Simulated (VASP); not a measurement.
**AlN: single point with PBE**

The system is AlN.

```xyz
2
Lattice="0.0000 2.2346 2.1355 2.2346 0.0000 2.1355 2.2346 2.2346 0.0000" Properties=species:S:1:pos:R:3 pbc="T T T"
Al    0.0000    0.0000    0.0000
N     3.3519    3.3519    3.2033
```

This cell differs from its parent crystal: strain +0.015 along x and y, -0.030 along z.

```json
{
 "Program": "VASP 6.6.1",
 "Task": "single point",
 "Functional": "PBE",
 "Potentials or basis": "VASP PAW PBE potentials, release 64 (Al, N)",
 "Cutoff": "520 eV",
 "k mesh": "10 × 10 × 10",
 "Occupations": "gaussian, width 0.05 eV",
 "Spin": "no spin polarisation",
 "Dipole correction": "no",
 "Further INCAR settings": "ALGO = Normal; EDIFF = 1e-06; NBANDS = 11"
}
```

```json
{"Pressure": "-0.3 GPa", "Band gap on the k mesh": "3.07 eV, indirect (least direct gap 3.86 eV)"}
```

Stress tensor (GPa, compression positive):
```
-2.06  0.00  0.00
 0.00 -2.06  0.00
 0.00  0.00  3.18
```

Levels at points of the mesh, in eV from the valence-band top:
| k point | band 1 | band 2 | band 3 | band 4 | band 5 | band 6 | band 7 | band 8 |
| --- | --- | --- | --- | --- | --- | --- | --- | --- |
| (0.00, 0.00, 0.00) | -14.97 | -0.17 | -0.17 | 0.00 | 3.86 | 12.18 | 12.24 | 12.24 |
| (0.50, 0.00, 0.00) | -12.98 | -5.87 | -0.77 | -0.42 | 6.98 | 9.60 | 10.48 | 11.39 |
| (0.50, 0.50, 0.00) | -12.25 | -4.66 | -2.11 | -2.11 | 3.07 | 7.88 | 14.04 | 15.08 |
| (0.50, 0.00, 0.50) | -12.43 | -5.09 | -1.74 | -1.74 | 3.27 | 8.59 | 13.24 | 14.80 |

It took 11 s on 1 thread of Intel(R) Xeon(R) Platinum 8488C (Sapphire Rapids), on a shared host, peak memory 0.14 GiB.

Caveat: the cell differs from its parent crystal (strain +0.015 along x and y, -0.030 along z). A k mesh can miss the band edges.
